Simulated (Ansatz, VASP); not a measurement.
# MoS2 in VASP and in Ansatz

```xyz
3
Lattice="3.1711 0.0000 0.0000 -1.5855 2.7462 0.0000 0.0000 0.0000 6.8097" Properties=species:S:1:pos:R:3 pbc="T T T"
Mo    0.0000    0.0000    0.0000
S     0.0000    1.8308    1.5565
S     0.0000    1.8308    5.2532
```

Alike in both runs: task single point; functional HSE06; k mesh 6 × 6 × 2; no spin polarisation.

|  | VASP | Ansatz |
| --- | --- | --- |
| version | VASP 6.6.1 | Ansatz 0.2.0 |
| potentials or method | VASP PAW PBE potentials, release 64 (Mo_sv, S) | plane waves, PAW |
| plane-wave cutoff (eV) | 520 | 420 |
| occupations | gaussian, width 0.01 eV | fixed |
| valence electrons in the cell | 26 | 26 |

|  | VASP | Ansatz | Ansatz less VASP |
| --- | --- | --- | --- |
| gap on the k mesh at the Fermi level (eV) | 1.78 | 1.76 | -0.017 |
| pressure (GPa) | -2.4 | -2.2 | +0.21 |
| traceless stress, the component that is largest in VASP (GPa) | 0.68 | 0.78 | +0.101 |
| rms of the force components (eV/Å) | 0.198 | 0.185 | -0.0128 |

Atom by atom the forces differ by 0.013 eV/Å (rms over components). Ansatz's warnings: stress exchange threshold loose, stress scf threshold loose.

The k mesh is coarse, so the values compare programs but aren't converged.
